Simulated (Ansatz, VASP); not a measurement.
Two plane-wave programs on Ti

```
Ti
1.0
     0.00000    2.27871    1.61105
     2.27871    0.00000    1.61105
     2.27871    2.27871    0.00000
Ti
1
Direct
  0.00000 0.00000 0.00000
```

Alike in both runs: task single point; functional PBE; k mesh 22 × 22 × 22; occupations gaussian, width 0.15 eV; no spin polarisation.

|  | VASP | Ansatz |
| --- | --- | --- |
| version | VASP 6.6.1 | Ansatz 0.2.0 |
| potentials or method | VASP PAW PBE potentials, release 64 (Ti_sv), cutoff 520 eV | scalar-relativistic, plane waves, PAW |
| valence electrons in the cell | 12 | 12 |

|  | VASP | Ansatz | Ansatz less VASP |
| --- | --- | --- | --- |
| gap on the k mesh at the Fermi level (eV) | none | none | - |
| pressure (GPa) | 3.2 | 3.5 | +0.31 |

A gap of «none» marks a metal or a gap that the smearing closes.
